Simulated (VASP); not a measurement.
# TePb (Fm-3m) in VASP: vibrations by perturbation theory with PBE

Aim: the vibrations by perturbation theory of TePb with PBE.

All numbers are computed with VASP 6.6.1; they aren't measurements. Logs are shortened: lines on timing, memory, paths and dates and some standing lists are left out, and cuts for length are marked.

## 1. The cell of the first run

The structure is cubic, space group Fm-3m (No. 225). The conventional cell has a = 5.908 Å, b = 5.908 Å, c = 5.908 Å, α = 90.00°, β = 90.00°, γ = 90.00°. Te (site symmetry m-3m) has 6 Pb at 2.95 Å within 3.9 Å. Pb (site symmetry m-3m) has 6 Te at 2.95 Å within 3.9 Å.

## 2. Vibrations by perturbation theory, PBE

INCAR reads:

```
SYSTEM = TePb
ALGO     = Normal         ! electronic algorithm
EDIFF    = 1E-8           ! SCF threshold, eV
ENCUT    = 520            ! plane-wave cutoff, eV
GGA      = PE             ! functional
IBRION   = 8              ! ionic algorithm
ISIF     = 2              ! what is computed and relaxed
ISMEAR   = 0              ! smearing method
LASPH    = .TRUE.         ! aspherical terms in the spheres
LCHARG   = .FALSE.        ! write CHGCAR
LREAL    = .FALSE.        ! projectors in reciprocal space
LWAVE    = .FALSE.        ! write WAVECAR
NELM     = 60             ! most SCF steps
NSW      = 1              ! ionic steps
PREC     = Accurate       ! precision mode
SIGMA    = 0.01           ! smearing width, eV
```

KPOINTS reads:

```
k-points
0
G
  10 10 10
  0 0 0
```

POSCAR reads:

```
TePb
1.0
    0.0000000000      2.9542406254      2.9542406254
    2.9542406254      0.0000000000      2.9542406254
    2.9542406254      2.9542406254      0.0000000000
Te Pb
1 1
Direct
    0.5000000000      0.5000000000      0.5000000000
    0.0000000000      0.0000000000      0.0000000000
```

Potentials or basis: VASP PAW PBE potentials, release 64 (Te, Pb_d).

Run with:

```
cat potpaw_PBE.64/Te/POTCAR potpaw_PBE.64/Pb_d/POTCAR > POTCAR
mpirun -np 1 vasp_std > vasp.out
```

OUTCAR:

```text
SYSTEM = TePb
   EDIFF = 1E-8
   ENCUT = 520
   GGA = PE
   IBRION = 8
   ISIF = 2
   ISMEAR = 0
   LASPH = .TRUE.
   LREAL = .FALSE.
   NELM = 60
   NSW = 1
   PREC = Accurate

 ion  position               nearest neighbor table
   1  0.500  0.500  0.500-   2 2.95   2 2.95   2 2.95   2 2.95   2 2.95   2 2.95
   2  0.000  0.000  0.000-   1 2.95   1 2.95   1 2.95   1 2.95   1 2.95   1 2.95

  LATTYP: Found a face centered cubic cell.
 ALAT       =     5.9084812508

  Lattice vectors:

 A1 = (   0.0000000000,   2.9542406254,   2.9542406254)
 A2 = (   2.9542406254,   0.0000000000,   2.9542406254)
 A3 = (   2.9542406254,   2.9542406254,   0.0000000000)

Analysis of symmetry for initial positions (statically):
=====================================================================
 Subroutine PRICEL returns:
 Original cell was already a primitive cell.

 Routine SETGRP: Setting up the symmetry group for a
 face centered cubic supercell.

 Subroutine GETGRP returns: Found 48 space group operations
 (whereof 48 operations were pure point group operations)
 out of a pool of 48 trial point group operations.

The static configuration has the point symmetry O_h .

Analysis of symmetry for dynamics (positions and initial velocities):
=====================================================================
 Subroutine PRICEL returns:
 Original cell was already a primitive cell.

 Routine SETGRP: Setting up the symmetry group for a
 face centered cubic supercell.

 Subroutine GETGRP returns: Found 48 space group operations
 (whereof 48 operations were pure point group operations)
 out of a pool of 48 trial point group operations.

The dynamic configuration has the point symmetry O_h .

 Subroutine INISYM returns: Found 48 space group operations
 (whereof 48 operations are pure point group operations),
 and found     1 'primitive' translations

----------------------------------------------------------------------------------------

                                     Primitive cell

  volume of cell :      51.5665

  direct lattice vectors                    reciprocal lattice vectors
     0.000000000  2.954240625  2.954240625    -0.169248231  0.169248231  0.169248231
     2.954240625  0.000000000  2.954240625     0.169248231 -0.169248231  0.169248231
     2.954240625  2.954240625  0.000000000     0.169248231  0.169248231 -0.169248231

  length of vectors
     4.177927159  4.177927159  4.177927159     0.293146535  0.293146535  0.293146535

  position of ions in fractional coordinates (direct lattice)
     0.500000000  0.500000000  0.500000000
     0.000000000  0.000000000  0.000000000

  ion indices of the primitive-cell ions
   primitive index   ion index
                 1           1
                 2           2

----------------------------------------------------------------------------------------

 KPOINTS: k-points

Automatic generation of k-mesh.
 Grid dimensions read from file:
 generate k-points for:   10   10   10

 Generating k-lattice:

  Cartesian coordinates                     Fractional coordinates (reciprocal lattice)
    -0.016924823  0.016924823  0.016924823     0.100000000  0.000000000  0.000000000
     0.016924823 -0.016924823  0.016924823     0.000000000  0.100000000  0.000000000
     0.016924823  0.016924823 -0.016924823     0.000000000  0.000000000  0.100000000

  Length of vectors
     0.029314654  0.029314654  0.029314654

  Shift w.r.t. Gamma in fractional coordinates (k-lattice)
     0.000000000  0.000000000  0.000000000

 Subroutine IBZKPT returns following result:
 ===========================================

 Found     47 irreducible k-points:

 Following reciprocal coordinates:
            Coordinates               Weight
  0.000000  0.000000  0.000000      1.000000
  0.100000  0.000000  0.000000      8.000000
  0.200000  0.000000  0.000000      8.000000
  0.300000  0.000000  0.000000      8.000000
  0.400000  0.000000  0.000000      8.000000
  0.500000  0.000000  0.000000      4.000000
[... 16 lines left out ...]
  0.300000  0.300000  0.000000      6.000000
  0.400000  0.300000  0.000000     24.000000
 [... further k-points ...]
   k-points           NKPTS =     47   k-points in BZ     NKDIM =     47   number of bands    NBANDS=     14
   number of dos      NEDOS =    301   number of ions     NIONS =      2
   total plane-waves  NPLWV =  32768
[... 20 lines left out ...]
   NFREE  =      0    steps in history (QN), initial steepest desc. (CG)
   ISIF   =      2    stress and relaxation
   ISYM   =      2    0-nonsym 1-usesym 2-fastsym
   POTIM  = 0.5000    time-step for ionic-motion
   TEBEG  =    0.0;   TEEND  =   0.0 temperature during run
   PSTRESS=    0.0 pullay stress
   NELECT =      20.0000    total number of electrons
   NUPDOWN=      -1.0000    fix difference up-down
   EMIN   =  10.00;   EMAX   =-10.00  energy-range for DOS
   EFERMI =   0.00;   METHOD = LEGACY
   ISMEAR =     0;   SIGMA  =   0.01  broadening in eV -4-tet -1-fermi 0-gaus
   EFERMI_NEDOS =   21; number of points for ismear=-14 and -15
   IALGO  =     38    algorithm
   IMIX   =      4    mixing-type and parameters
     AMIX     =   0.40;   BMIX     =  1.00
     AMIX_MAG =   1.60;   BMIX_MAG =  1.00
  volume/ion in A,a.u.               =      25.78       173.99
  Fermi-wavevector in a.u.,A,eV,Ry     =   1.193884  2.256114 19.393201  1.425360
  Thomas-Fermi vector in A             =   2.329888
   LORBIT       =      0    0 simple, 1 ext, 2 COOP (PROOUT), +10 PAW based schemes
   GGA     = PE    functional components
   LHFCALC =     F    Hartree Fock is set to
   AEXX    =    0.0000 exact exchange contribution
   IVDW    =     0    specifies the selected vdW correction
   LEPSILON=     F    determine dielectric tensor
   LRPA    =     F    only Hartree local field effects (RPA)
 non-spin polarized calculation
 Gauss-broadening in eV      SIGMA  =   0.01
  energy-cutoff  :      520.00
  volume of cell :       51.57
 maximum number of plane-waves:      1411
   NGX = 15   NGY = 15   NGZ = 15

--------------------------------------- Ionic step        1  -------------------------------------------

 number of electron      19.9999998 magnetization

 Free energy of the ion-electron system (eV)
  ---------------------------------------------------
  ext. energy  EPLUGINS =         0.00000000
  ---------------------------------------------------
  free energy    TOTEN  =        -6.39399761 eV

  energy without entropy =       -6.39399761  energy(sigma->0) =       -6.39399761

 E-fermi :   9.7727     XC(G=0): -10.5697

 val. band max:        9.7339340134   @ k =   0.5000   0.0000   0.0000
 cond. band min:       9.8120520351   @ k =   0.5000   0.0000   0.0000
 fundamental gap:      0.0781180217
 Fermi energy:         9.7727215647

 k-point     1 :       0.0000    0.0000    0.0000
  band No.  band energies     occupation
      1      -7.8322      2.00000
      2      -7.8322      2.00000
      3      -7.7946      2.00000
      4      -7.7946      2.00000
      5      -7.7946      2.00000
      6      -5.0591      2.00000
      7       4.8917      2.00000
      8       7.1136      2.00000
      9       7.1136      2.00000
     10       7.1136      2.00000
     11      13.8921      0.00000
     12      13.8921      0.00000
     13      13.8921      0.00000
     14      14.7058      0.00000
[... 377 lines left out ...]
      1      -8.0046      2.00000
      2      -7.8167      2.00000
      3      -7.8142      2.00000
      4      -7.7393      2.00000
      5      -7.7356      2.00000
      6      -3.0458      2.00000
      7       1.5196      2.00000
      8       4.7806      2.00000
      9       5.5031      2.00000
     10       5.7620      2.00000
     11      12.1642      0.00000
     12      14.6615      0.00000
     13      14.7110      0.00000
     14      15.4869      0.00000

 [... further k-points ...]
[... 5 lines left out ...]
  --------------------------------------------------------------------------------------
  -------------------------------------------------------------------------------------
  Total        8.0329658      8.0329658      8.0329658     -0.0000000      0.0000000      0.0000000
  in kB      249.5852451    249.5852451    249.5852451     -0.0000000      0.0000000      0.0000000
  external PRESSURE =     249.5852451 kB  Pullay stress =       0.0000000 kB

 VOLUME and BASIS-vectors are now :
 -----------------------------------------------------------------------------
  energy-cutoff  :      520.00
  volume of cell :       51.57
      direct lattice vectors                 reciprocal lattice vectors
     0.000000000  2.954240625  2.954240625    -0.169248231  0.169248231  0.169248231
     2.954240625  0.000000000  2.954240625     0.169248231 -0.169248231  0.169248231
     2.954240625  2.954240625  0.000000000     0.169248231  0.169248231 -0.169248231

 POSITION                                       TOTAL-FORCE (eV/Angst)
 -----------------------------------------------------------------------------------
      2.95424      2.95424      2.95424         0.000000      0.000000      0.000000
      0.00000      0.00000      0.00000        -0.000000     -0.000000     -0.000000
 -----------------------------------------------------------------------------------
    total drift:                                0.000000     -0.000000     -0.000000

  FREE ENERGIE OF THE ION-ELECTRON SYSTEM (eV)
  ---------------------------------------------------
  free  energy   TOTEN  =        -6.3939976085 eV

  energy  without entropy=       -6.3939976084  energy(sigma->0) =       -6.39399761

[... ionic steps 2 to 3 ...]

--------------------------------------- Ionic step        4  -------------------------------------------

------------------------ aborting loop because EDIFF is reached ----------------------------------------

[... ionic steps 5 to 6 ...]

--------------------------------------- Ionic step        7  -------------------------------------------

 Free energy of the ion-electron system (eV)
  ---------------------------------------------------
  ---------------------------------------------------
  free energy    TOTEN  =        -0.33265162 eV

  energy without entropy =       -0.33265162

------------------------ aborting loop because EDIFF is reached ----------------------------------------

 INTERNAL STRAIN TENSOR  FOR ION    2  DIRECTION 1   (eV/Angst):
 -----------------------------------------------------------------------------
     0.02507 -0.00000 -0.00000
     0.00000 -0.00243  0.00000
     0.00000  0.00000 -0.00243

 INTERNAL STRAIN TENSOR FOR ION    2 for displacements in x,y,z  (eV/Angst):
          X           Y           Z          XY          YZ          ZX
  --------------------------------------------------------------------------------
  x     0.00000     0.00000     0.00000     0.00000     0.00000     0.00000
  y     0.00000     0.00000     0.00000     0.00000     0.00000     0.00000
  z     0.00000     0.00000     0.00000     0.00000     0.00000     0.00000

 SECOND DERIVATIVES (NOT SYMMETRIZED)
 ------------------------------------
               1X          1Y          1Z          2X          2Y          2Z
  1X    -4.281871    0.000000    0.000000    4.281871    0.000000    0.000000
  1Y     0.000000   -4.281871    0.000000    0.000000    4.281871    0.000000
  1Z     0.000000    0.000000   -4.281871    0.000000    0.000000    4.281871
  2X     4.281134    0.000000    0.000000   -4.281134    0.000000    0.000000
  2Y     0.000000    4.281134    0.000000    0.000000   -4.281134    0.000000
  2Z     0.000000    0.000000    4.281134    0.000000    0.000000   -4.281134

 Eigenvectors and eigenvalues of the dynamical matrix
 ----------------------------------------------------

   1 f  =    3.640204 THz    22.872079 2PiTHz  121.424149 cm-1    15.054669 meV
             X         Y         Z           dx          dy          dz
      2.954241  2.954241  2.954241     0.000000    0.000000    0.786713
      0.000000  0.000000  0.000000     0.000000   -0.000000   -0.617319
[... 21 lines left out ...]
   6 f/i=    0.000152 THz     0.000956 2PiTHz    0.005077 cm-1     0.000629 meV
             X         Y         Z           dx          dy          dz
      2.954241  2.954241  2.954241    -0.410628    0.352568    0.296923
      0.000000  0.000000  0.000000    -0.523305    0.449313    0.378400

--------------------------------------------------------------------------------------------------------

 ELASTIC MODULI CONTR FROM IONIC RELAXATION (kBar)
 Direction    XX          YY          ZZ          XY          YZ          ZX
 --------------------------------------------------------------------------------
 XX           0.0000      0.0000      0.0000      0.0000      0.0000      0.0000
 YY           0.0000      0.0000      0.0000      0.0000      0.0000      0.0000
 ZZ           0.0000      0.0000      0.0000      0.0000      0.0000      0.0000
 XY           0.0000      0.0000      0.0000      0.0000      0.0000      0.0000
 YZ           0.0000      0.0000      0.0000      0.0000      0.0000      0.0000
 ZX           0.0000      0.0000      0.0000      0.0000      0.0000      0.0000
 --------------------------------------------------------------------------------
```

It took 4.4 min on 1 thread of Intel Xeon Platinum 8259CL at 2.50GHz (Skylake/Cascade Lake), shared host; peak memory 0.34 GiB.

Results:

| Property | Result |
| --- | --- |
| Highest phonon frequency at Γ, LO-TO splitting left out | 121 cm⁻¹ |

Phonon frequencies in cm⁻¹ (negative: imaginary):
```
              q point        frequencies
(0.000, 0.000, 0.000)  0 0 0 121 121 121
```

Caveat: the cell stands under pressure or tension, which shifts response properties; spin-orbit coupling is left out, which moves the levels of the heavy elements.
